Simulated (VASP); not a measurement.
Write the native input for VASP 6.6.1 that does the following.

```yaml
Task: single point
Functional: PBEsol
Potentials_or_basis: VASP PAW PBE potentials, release 64 (In_d, Ga_d, As)
Cutoff: 520 eV
k_mesh: 2 × 2 × 2
Occupations: gaussian, width 0.1 eV
Spin: no spin polarisation
Dipole_correction: no
Further_INCAR_settings: ALGO = Normal; EDIFF = 1e-07; NBANDS = 36
```

The structure of In2GaAs3 lies in POSCAR:

```
In2GaAs3
1.0
   -2.5687995969      2.5687995969      5.0120531710
    2.5687995969     -2.5687995969      5.0120531710
    2.5687995969      2.5687995969     -5.0120531710
In Ga As
2 1 3
Direct
    0.3341561321      0.3341561321      0.0000000000
    0.6658438679      0.6658438679      0.0000000000
    0.0000000000      0.0000000000      0.0000000000
    0.2500000000      0.7500000000      0.5000000000
    0.5437738906      0.0437738906      0.5000000000
    0.9562261094      0.4562261094      0.5000000000
```

One way to write it, as run:

INCAR

```
PREC = Accurate
ENCUT = 520
EDIFF = 1E-7
ISMEAR = 0
SIGMA = 0.1
LREAL = False
LASPH = True
NELM = 60
ALGO = Normal
ISIF = 2
LWAVE = False
LCHARG = False
GGA = PS
NBANDS = 36
```

KPOINTS

```
Automatic mesh
0
Gamma
  2 2 2
```

Potentials or basis: VASP PAW PBE potentials, release 64 (In_d, Ga_d, As).

The run is started by

```bash
$ cat potpaw_PBE.64/In_d/POTCAR potpaw_PBE.64/Ga_d/POTCAR potpaw_PBE.64/As/POTCAR > POTCAR
$ mpirun -np 1 vasp_std > vasp.out
```

Results of the run:

- Pressure: 0.1 GPa
- Largest force: 0.007 eV/Å
- Band gap on the k mesh: zero (bands 27 and 28 overlap by 3.23 eV)

Caveat: the k points lie up to 0.69 Å⁻¹ apart, too coarse for converged energies and pressures of a metal; the PAW data sets were made with another functional, which shifts forces and pressure a little; spin-orbit coupling is left out, which moves the levels of the heavy elements.

Wall time 25 s on 1 thread of AMD EPYC 9R45 96-Core Processor (Zen 5), on a shared host, peak memory 0.28 GiB.
